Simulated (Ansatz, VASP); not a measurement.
AgCl: VASP beside Ansatz

```
Ag Cl
1.0
     1.90833   -5.66773    0.00000
     1.90833    5.66773    0.00000
     0.00000    0.00000    3.92404
Ag Cl
2 2
Cartesian
  1.9083 1.1726 2.9430
  1.9083 -1.1726 0.9810
  1.9083 -4.1425 0.9810
  1.9083 4.1425 2.9430
```

Change from the starting cell: equal xx and yy strain of +2 %, crystal datasets.

Alike in both runs: task electric field gradients; functional PBEsol; k mesh 9 × 9 × 8; occupations fermi-dirac, width 0.03 eV; no spin polarisation.

```csv
,VASP,Ansatz
version,VASP 6.6.1,Ansatz 0.2.0
potentials or method,"VASP PAW PBE potentials, release 64 (Ag, Cl), cutoff 520 eV","all-electron PAW with datasets made for the crystal, scalar-relativistic"
```

|  | VASP | Ansatz | Ansatz less VASP |
| --- | --- | --- | --- |
| pressure (GPa) | -4.5 | -4.4 | +0.10 |
| traceless stress, the component that is largest in VASP (GPa) | 1.01 | 0.98 | -0.030 |
| rms of the force components (eV/Å) | 0.022 | 0.020 | -0.0016 |
| size of Vzz on the site where it differs most (V/Å²) | 52.6 | 49.3 | -3.29 |

VASP's potentials were made for PBE, not for PBEsol. Atom by atom the forces differ by 0.002 eV/Å (rms over components). Ansatz ran all-electron here, and VASP with PAW potentials.
